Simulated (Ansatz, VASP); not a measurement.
# Zr: VASP beside Ansatz

File INCAR:

```
  PREC = Accurate
  ENCUT = 520
  EDIFF = 1E-7
  ISMEAR = -1
  SIGMA = 0.05
  LREAL = F
  LASPH = T
  NELM = 60
  ALGO = Normal
  ISIF = 2
  LWAVE = F
  LCHARG = F
  GGA = PE
  NBANDS = 19
```

Contents of KPOINTS:

```
regular mesh
0
Gamma
  12 12 7
```

Contents of POSCAR:

```
Zr
1.0
    3.2392314131      0.0000000000      0.0000000000
   -1.6196157066      2.8052566925      0.0000000000
    0.0000000000      0.0000000000      5.1722200000
Zr
2
Direct
    0.3333333333      0.6666666667      0.2500000000
    0.7037124916      0.3333333333      0.7500000000
```

Input for Ansatz:

```yaml
crystal:
  lattice:
    - [3.2392314131, 0.0, 0.0]
    - [-1.6196157066, 2.8052566925, 0.0]
    - [0.0, 0.0, 5.17222]
  atoms:
    - { symbol: Zr, position: [0.3333333333, 0.6666666667, 0.25] }
    - { symbol: Zr, position: [0.7037124916, 0.3333333333, 0.75] }
kpoints:
  mp_grid: { grid: [12, 12, 7] }
scf:
  occupations: { method: fermi_dirac, width: 0.05 }
hamiltonian:
  xc: pbe
  pseudopotentials: { kind: all_electron, lapw: { basis_error: 0.001 } }
output:
  forces: true
  stress: true
  eigenvalues: true
```

Alike in both runs: task single point; functional PBE; k mesh 12 × 12 × 7; occupations fermi-dirac, width 0.05 eV; no spin polarisation.

|  | VASP | Ansatz |
| --- | --- | --- |
| version | VASP 6.6.1 | Ansatz 0.2.0 |
| potentials or method | VASP PAW PBE potentials, release 64 (Zr_sv), cutoff 520 eV | all-electron LAPW, scalar-relativistic |

|  | VASP | Ansatz | Ansatz less VASP |
| --- | --- | --- | --- |
| pressure (GPa) | -0.4 | -0.4 | +0.01 |
| traceless stress, the component that is largest in VASP (GPa) | 0.73 | 0.73 | 0.000 |
| rms of the force components (eV/Å) | 0.063 | 0.062 | -0.0003 |

Atom by atom the forces differ by 0.000 eV/Å (rms over components). Ansatz ran all-electron here, and VASP with PAW potentials.
